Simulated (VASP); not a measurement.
Write the native input for VASP 6.6.1 that does the following.

| Item | Value |
| --- | --- |
| Task | single point |
| Functional | PBEsol |
| Potentials or basis | VASP PAW PBE potentials, release 64 (Li_sv, Mg, B, N) |
| Cutoff | 520 eV |
| k mesh | 8 × 8 × 8 |
| Occupations | gaussian, width 0.05 eV |
| Spin | no spin polarisation |
| Dipole correction | no |
| Further INCAR settings | ALGO = Normal; EDIFF = 1e-06; NBANDS = 17 |

The structure of LiMgBN2 lies in POSCAR:

```
LiMgBN2
1.0
   -1.8892991571      1.8892991571      4.4238420579
    1.8892991571     -1.8892991571      4.4238420579
    1.8892991571      1.8892991571     -4.4238420579
Li Mg B N
1 1 1 2
Direct
    0.2500000000      0.7500000000      0.5000000000
    0.7500000000      0.2500000000      0.5000000000
    0.5000000000      0.5000000000      0.0000000000
    0.6335425343      0.6335425343      0.0000000000
    0.3664574657      0.3664574657      0.0000000000
```

This cell differs from its parent crystal: atoms shifted along a free coordinate.

These files were run (other wordings do the same):

INCAR

```
  PREC = Accurate
  ENCUT = 520
  EDIFF = 1E-6
  ISMEAR = 0
  SIGMA = 0.05
  LREAL = False
  LASPH = True
  NELM = 80
  ALGO = Normal
  ISIF = 2
  LWAVE = False
  LCHARG = True
  GGA = PS
  LELF = True
  LVHAR = True
  NBANDS = 17
```

KPOINTS

```
Automatic mesh
0
Gamma
  8 8 8
```

Potentials or basis: VASP PAW PBE potentials, release 64 (Li_sv, Mg, B, N).

Run with:

```console
$ cat potpaw_PBE.64/Li_sv/POTCAR potpaw_PBE.64/Mg/POTCAR potpaw_PBE.64/B/POTCAR potpaw_PBE.64/N/POTCAR > POTCAR
$ mpirun -np 1 vasp_std > vasp.out
```

Results of the run:

* Largest force: 14.693 eV/Å
* Band gap on the k mesh: 2.75 eV (least direct gap 3.03 eV)

Caveat: the cell differs from its parent crystal (atoms shifted along a free coordinate); the PAW data sets were made with another functional, which shifts forces and pressure a little.

Run time: 2.1 min on 1 thread of Intel Xeon 8259CL, with other jobs on the host, peak memory 0.28 GiB.
